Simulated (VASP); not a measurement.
# BAs (F-43m) in VASP: notebook, part 3 of 3

VASP 6.6.1. The steps go on from the part before.

**4. Single point, PBE**

Contents of INCAR:

```
SYSTEM = BAs
ALGO = Normal ; EDIFF = 1E-6
ENCUT = 500 ; GGA = PE
GGA_COMPAT = .False. ; ISIF = 2
ISMEAR = -1 ; LASPH = .True.
LCHARG = .True. ; LELF = .True.
LREAL = .False. ; LVHAR = .True.
LWAVE = .False. ; NBANDS = 11
NELM = 120 ; PREC = Accurate
SIGMA = 0.04
```

Contents of KPOINTS:

```
k-points
0
Gamma
  5 5 5
  0 0 0
```

Contents of POSCAR:

```
BAs
1.0
    0.0000000000      2.3885000000      2.3885000000
    2.3885000000      0.0000000000      2.3885000000
    2.3885000000      2.3885000000      0.0000000000
As B
1 1
Direct
    0.7500000000      0.7500000000      0.7500000000
    0.0000000000      0.0000000000      0.0000000000
```

Potentials or basis: VASP PAW PBE potentials, release 64 (As, B).

On the command line:

```bash
cat potpaw_PBE.64/As/POTCAR potpaw_PBE.64/B/POTCAR > POTCAR
mpirun -np 1 vasp_std > vasp.out
```

OUTCAR:

```text
SYSTEM = BAs
   EDIFF = 1E-6
   ENCUT = 500
   GGA = PE
   ISIF = 2
   ISMEAR = -1
   LASPH = .True.
   LREAL = .False.
   NELM = 120
   PREC = Accurate

 ion  position               nearest neighbor table
   1  0.750  0.750  0.750-   2 2.07   2 2.07   2 2.07   2 2.07
   2  0.000  0.000  0.000-   1 2.07   1 2.07   1 2.07   1 2.07

  LATTYP: Found a face centered cubic cell.
 ALAT       =     4.7770000000

  Lattice vectors:

 A1 = (   0.0000000000,   2.3885000000,   2.3885000000)
 A2 = (   2.3885000000,   0.0000000000,   2.3885000000)
 A3 = (   2.3885000000,   2.3885000000,   0.0000000000)

Analysis of symmetry for initial positions (statically):
=====================================================================
 Subroutine PRICEL returns:
 Original cell was already a primitive cell.

 Routine SETGRP: Setting up the symmetry group for a
 face centered cubic supercell.

 Subroutine GETGRP returns: Found 24 space group operations
 (whereof 24 operations were pure point group operations)
 out of a pool of 48 trial point group operations.

The static configuration has the point symmetry T_d .

Analysis of symmetry for dynamics (positions and initial velocities):
=====================================================================
 Subroutine PRICEL returns:
 Original cell was already a primitive cell.

 Routine SETGRP: Setting up the symmetry group for a
 face centered cubic supercell.

 Subroutine GETGRP returns: Found 24 space group operations
 (whereof 24 operations were pure point group operations)
 out of a pool of 48 trial point group operations.

The dynamic configuration has the point symmetry T_d .

 Subroutine INISYM returns: Found 24 space group operations
 (whereof 24 operations are pure point group operations),
 and found     1 'primitive' translations

----------------------------------------------------------------------------------------

                                     Primitive cell

  volume of cell :      27.2525

  direct lattice vectors                    reciprocal lattice vectors
     0.000000000  2.388500000  2.388500000    -0.209336404  0.209336404  0.209336404
     2.388500000  0.000000000  2.388500000     0.209336404 -0.209336404  0.209336404
     2.388500000  2.388500000  0.000000000     0.209336404  0.209336404 -0.209336404

  length of vectors
     3.377849094  3.377849094  3.377849094     0.362581287  0.362581287  0.362581287

  position of ions in fractional coordinates (direct lattice)
     0.750000000  0.750000000  0.750000000
     0.000000000  0.000000000  0.000000000

  ion indices of the primitive-cell ions
   primitive index   ion index
                 1           1
                 2           2

----------------------------------------------------------------------------------------

 KPOINTS: k-points

Automatic generation of k-mesh.
 Grid dimensions read from file:
 generate k-points for:    5    5    5

 Generating k-lattice:

  Cartesian coordinates                     Fractional coordinates (reciprocal lattice)
    -0.041867281  0.041867281  0.041867281     0.200000000  0.000000000  0.000000000
     0.041867281 -0.041867281  0.041867281     0.000000000  0.200000000  0.000000000
     0.041867281  0.041867281 -0.041867281     0.000000000  0.000000000  0.200000000

  Length of vectors
     0.072516257  0.072516257  0.072516257

  Shift w.r.t. Gamma in fractional coordinates (k-lattice)
     0.000000000  0.000000000  0.000000000

 Subroutine IBZKPT returns following result:
 ===========================================

 Found     10 irreducible k-points:

 Following reciprocal coordinates:
            Coordinates               Weight
  0.000000  0.000000  0.000000      1.000000
  0.200000  0.000000  0.000000      8.000000
  0.400000  0.000000  0.000000      8.000000
  0.200000  0.200000  0.000000      6.000000
  0.400000  0.200000  0.000000     24.000000
 -0.400000  0.200000  0.000000     24.000000
 -0.200000  0.200000  0.000000     12.000000
  0.400000  0.400000  0.000000      6.000000
 -0.400000  0.400000  0.000000     12.000000
 -0.400000  0.400000  0.200000     24.000000
   k-points           NKPTS =     10   k-points in BZ     NKDIM =     10   number of bands    NBANDS=     11
   number of dos      NEDOS =    301   number of ions     NIONS =      2
   total plane-waves  NPLWV =  21952
   dimension x,y,z NGX =    28 NGY =   28 NGZ =   28
   dimension x,y,z NGXF=    56 NGYF=   56 NGZF=   56
   ions per type =               1   1
   NGX,Y,Z   is equivalent  to a cutoff of  13.78, 13.78, 13.78 a.u.
   NGXF,Y,Z  is equivalent  to a cutoff of  27.56, 27.56, 27.56 a.u.
 SYSTEM =  BAs
   PREC   = accura    normal or accurate (medium, high low for compatibility)
   ISTART =      0    job   : 0-new  1-cont  2-samecut
   ICHARG =      2    charge: 1-file 2-atom 10-const
   ISPIN  =      1    spin polarized calculation?
   LNONCOLLINEAR =      F non collinear calculations
   LSORBIT =      F    spin-orbit coupling
   LASPH  =      T    aspherical Exc in radial PAW
   ENCUT  =  500.0 eV  36.75 Ry    6.06 a.u.   6.16  6.16  6.16*2*pi/ulx,y,z
   NELM   =    120;   NELMIN=  2; NELMDL= -5     # of ELM steps
   EDIFF  = 0.1E-05   stopping-criterion for ELM
   LREAL  =      F    real-space projection
   EDIFFG = 0.1E-04   stopping-criterion for IOM
   NSW    =      0    number of steps for IOM
   IBRION =     -1    ionic relax: 0-MD 1-quasi-New 2-CG
   NFREE  =      0    steps in history (QN), initial steepest desc. (CG)
   ISIF   =      2    stress and relaxation
   ISYM   =      2    0-nonsym 1-usesym 2-fastsym
   POTIM  = 0.5000    time-step for ionic-motion
   TEBEG  =    0.0;   TEEND  =   0.0 temperature during run
   PSTRESS=    0.0 pullay stress
   NELECT =       8.0000    total number of electrons
   NUPDOWN=      -1.0000    fix difference up-down
   EMIN   =  10.00;   EMAX   =-10.00  energy-range for DOS
   EFERMI =   0.00;   METHOD = LEGACY
   ISMEAR =    -1;   SIGMA  =   0.04  broadening in eV -4-tet -1-fermi 0-gaus
   EFERMI_NEDOS =   21; number of points for ismear=-14 and -15
   IALGO  =     38    algorithm
   IMIX   =      4    mixing-type and parameters
     AMIX     =   0.40;   BMIX     =  1.00
     AMIX_MAG =   1.60;   BMIX_MAG =  1.00
  volume/ion in A,a.u.               =      13.63        91.95
  Fermi-wavevector in a.u.,A,eV,Ry     =   1.088018  2.056057 16.106360  1.183784
  Thomas-Fermi vector in A             =   2.224191
   LORBIT       =      0    0 simple, 1 ext, 2 COOP (PROOUT), +10 PAW based schemes
   GGA     = PE    functional components
   LHFCALC =     F    Hartree Fock is set to
   AEXX    =    0.0000 exact exchange contribution
   IVDW    =     0    specifies the selected vdW correction
   LEPSILON=     F    determine dielectric tensor
   LRPA    =     F    only Hartree local field effects (RPA)
 non-spin polarized calculation
  energy-cutoff  :      500.00
  volume of cell :       27.25
 maximum number of plane-waves:       701
 NGX is ok and might be reduce to    28
   NGX = 13   NGY = 13   NGZ = 13

 number of electron       8.0000000 magnetization

 Free energy of the ion-electron system (eV)
  ---------------------------------------------------
  ext. energy  EPLUGINS =         0.00000000
  ---------------------------------------------------
  free energy    TOTEN  =       -11.35018373 eV

  energy without entropy =      -11.35018369  energy(sigma->0) =      -11.35018371

 E-fermi :   6.7129     XC(G=0): -10.5759

 val. band max:        6.1419705577   @ k =   0.0000   0.0000   0.0000
 cond. band min:       7.3116268083   @ k =   0.4000   0.4000   0.0000
 fundamental gap:      1.1696562507
 Fermi energy:         6.7128896241

 k-point     1 :       0.0000    0.0000    0.0000
  band No.  band energies     occupation
      1      -9.2640      2.00000
      2       6.1420      2.00000
      3       6.1420      2.00000
      4       6.1420      2.00000
      5       9.4118      0.00000
      6       9.4118      0.00000
      7       9.4118      0.00000
      8      10.8300      0.00000
      9      15.7224      0.00000
     10      19.0823      0.00000
     11      19.0823      0.00000
[... 113 lines left out ...]
 k-point    10 :      -0.4000    0.4000    0.2000
  band No.  band energies     occupation
      1      -5.5484      2.00000
      2      -1.4915      2.00000
      3       0.6678      2.00000
      4       1.9750      2.00000
      5      10.5527      0.00000
      6      11.4454      0.00000
      7      12.2533      0.00000
      8      15.8097      0.00000
      9      17.2398      0.00000
     10      20.3269      0.00000
     11      22.7429      0.00000

------------------------ aborting loop because EDIFF is reached ----------------------------------------

  FORCE on cell =-STRESS in cart. coord.  units (eV):
  Direction    XX          YY          ZZ          XY          YZ          ZX
  --------------------------------------------------------------------------------------
  -------------------------------------------------------------------------------------
  Total        0.6107765      0.6107765      0.6107765     -0.0000000     -0.0000000     -0.0000000
  in kB       35.9076631     35.9076631     35.9076631     -0.0000000     -0.0000000     -0.0000000
  external PRESSURE =      35.9076631 kB  Pullay stress =       0.0000000 kB

 VOLUME and BASIS-vectors are now :
 -----------------------------------------------------------------------------
  energy-cutoff  :      500.00
  volume of cell :       27.25
      direct lattice vectors                 reciprocal lattice vectors
     0.000000000  2.388500000  2.388500000    -0.209336404  0.209336404  0.209336404
     2.388500000  0.000000000  2.388500000     0.209336404 -0.209336404  0.209336404
     2.388500000  2.388500000  0.000000000     0.209336404  0.209336404 -0.209336404

 POSITION                                       TOTAL-FORCE (eV/Angst)
 -----------------------------------------------------------------------------------
      3.58275      3.58275      3.58275         0.000000      0.000000      0.000000
      0.00000      0.00000      0.00000        -0.000000     -0.000000     -0.000000
 -----------------------------------------------------------------------------------
    total drift:                                0.000000      0.000000      0.000000

  FREE ENERGIE OF THE ION-ELECTRON SYSTEM (eV)
  ---------------------------------------------------
  free  energy   TOTEN  =       -11.3501837302 eV

  energy  without entropy=      -11.3501836923  energy(sigma->0) =      -11.35018371
```

OSZICAR:

```text
N       E                     dE             d eps       ncg     rms          rms(c)
DAV:   1     0.139925398398E+02    0.13993E+02   -0.39209E+03   220   0.638E+02
DAV:   2    -0.113273249490E+02   -0.25320E+02   -0.24413E+02   298   0.102E+02
DAV:   3    -0.120011374924E+02   -0.67381E+00   -0.67217E+00   282   0.166E+01
DAV:   4    -0.120028433978E+02   -0.17059E-02   -0.17059E-02   235   0.934E-01
DAV:   5    -0.120028459700E+02   -0.25723E-05   -0.25723E-05   259   0.390E-02    0.495E+00
DAV:   6    -0.114178532291E+02    0.58499E+00   -0.16271E+00   232   0.516E+00    0.241E+00
DAV:   7    -0.113566094080E+02    0.61244E-01   -0.19326E-01   247   0.216E+00    0.990E-01
DAV:   8    -0.113496542404E+02    0.69552E-02   -0.21174E-02   244   0.827E-01    0.103E-01
DAV:   9    -0.113500019692E+02   -0.34773E-03   -0.77983E-04   238   0.162E-01    0.615E-02
DAV:  10    -0.113501774083E+02   -0.17544E-03   -0.21301E-04   237   0.889E-02    0.122E-02
DAV:  11    -0.113501835779E+02   -0.61696E-05   -0.55823E-06   258   0.159E-02    0.108E-02
DAV:  12    -0.113501837302E+02   -0.15235E-06   -0.27014E-06   232   0.910E-03
   1 F= -.11350184E+02 E0= -.11350184E+02  d E =-.379180E-07
```

stdout:

```text
POSCAR found type information on POSCAR AsB
 POSCAR found :  2 types and       2 ions
 scaLAPACK will be used
 LDA part: xc-table for (Slater+PW92), standard interpolation
 POSCAR, INCAR and KPOINTS ok, starting setup
 FFT: planning ... GRIDC
 FFT: planning ... GRID_SOFT
 FFT: planning ... GRID
 WAVECAR not read
 entering main loop
```

It took 7.8 s on 1 thread of Intel Xeon Platinum 8375C at 2.90GHz (Ice Lake), shared host; peak memory 0.15 GiB.

Results:

```yaml
Free_energy: -11.3502 eV
Pressure: 3.6 GPa
Band_gap_on_the_k_mesh: 1.17 eV, indirect (least direct gap 3.27 eV)
```

Levels at points of the mesh, in eV from the valence-band top:
| k point | band 2 | band 3 | band 4 | band 5 | band 6 | band 7 |
| --- | --- | --- | --- | --- | --- | --- |
| (0.00, 0.00, 0.00) | 0.00 | 0.00 | 0.00 | 3.27 | 3.27 | 3.27 |

Caveat: the k points lie up to 0.46 Å⁻¹ apart.

**5. Single point, PBEsol**

This run uses another cell than the first one, of 13.08 Å³/atom, 0.960 times its volume.

Contents of INCAR:

```
  PREC = Accurate
  ENCUT = 600
  EDIFF = 1E-6
  ISMEAR = -1
  SIGMA = 0.05
  LREAL = F
  LASPH = T
  NELM = 120
  ALGO = Normal
  ISIF = 2
  LWAVE = F
  LCHARG = F
  GGA = PS
  NBANDS = 16
  GGA_COMPAT = F
```

Contents of KPOINTS:

```
regular mesh
0
Gamma
  10 10 10
```

Contents of POSCAR:

```
BAs
1.0
    0.0000000000      2.3562190158      2.3562190158
    2.3562190158      0.0000000000      2.3562190158
    2.3562190158      2.3562190158      0.0000000000
As B
1 1
Direct
    0.7500000000      0.7500000000      0.7500000000
    0.0000000000      0.0000000000      0.0000000000
```

Potentials or basis: VASP PAW PBE potentials, release 64 (As_d, B).

On the command line:

```bash
cat potpaw_PBE.64/As_d/POTCAR potpaw_PBE.64/B/POTCAR > POTCAR
mpirun -np 1 vasp_std > vasp.out
```

Run time: 30 s. Hardware: 1 thread of Intel Xeon Platinum 8259CL at 2.50GHz (Skylake/Cascade Lake), shared host; peak memory 0.17 GiB.

It converged, with:

```yaml
Free_energy: -12.2376 eV
Pressure: 5.1 GPa
Band_gap_on_the_k_mesh: 1.05 eV, indirect (least direct gap 3.30 eV)
```

Levels at points of the mesh, in eV from the valence-band top:
```csv
k point,band 7,band 8,band 9,band 10,band 11,band 12
"(0.00, 0.00, 0.00)",0.00,0.00,0.00,3.30,3.30,3.30
"(0.50, 0.00, 0.00)",-9.12,-1.90,-1.90,2.90,4.79,4.79
"(0.50, 0.50, 0.00)",-8.75,-4.27,-4.27,1.28,1.30,11.78
```

Caveat: the PAW data sets were made with another functional, which shifts forces and pressure a little. A k mesh can miss the band edges.

**6. Overview**

| task | level | potentials or basis | cell | k mesh | cutoff (eV) | smearing | second run | gap on the mesh (eV) | pressure (GPa) |
| --- | --- | --- | --- | --- | --- | --- | --- | --- | --- |
| relaxation of cell and atoms | PBE | VASP PAW PBE potentials, release 64 (As, B) | relaxed to 20 GPa from a = 3.378 Å, angles 60.0°, 2 atoms | 10 × 10 × 10 | 600 | fermi-dirac 0.05 eV | - | 1.07 | 20.0 |
| relaxation of cell and atoms | PBE | VASP PAW PBE potentials, release 64 (As, B) | relaxed to 30 GPa from a = 3.378 Å, angles 60.0°, 2 atoms | 10 × 10 × 10 | 600 | fermi-dirac 0.05 eV | - | 1.02 | 30.0 |
| single point | PBE | VASP PAW PBE potentials, release 64 (As, B) | a = 3.378 Å, angles 60.0°, 2 atoms | 5 × 5 × 5 | 500 | fermi-dirac 0.04 eV | - | 1.17 | 3.6 |
| single point | PBEsol | VASP PAW PBE potentials, release 64 (As_d, B) | a = 3.332 Å, angles 60.0°, 2 atoms | 10 × 10 × 10 | 600 | fermi-dirac 0.05 eV | valence_matched | 1.05 | 5.1 |

Alike in all rows: no spin polarisation.

Caveats: some runs use coarse meshes; the cell is relaxed towards a set pressure, so the enthalpy falls and the energy may rise (some runs); the PAW data sets were made with another functional, which shifts forces and pressure a little (some runs).

Total energies depend on the potentials used, so only differences within one code and one set of settings carry meaning.
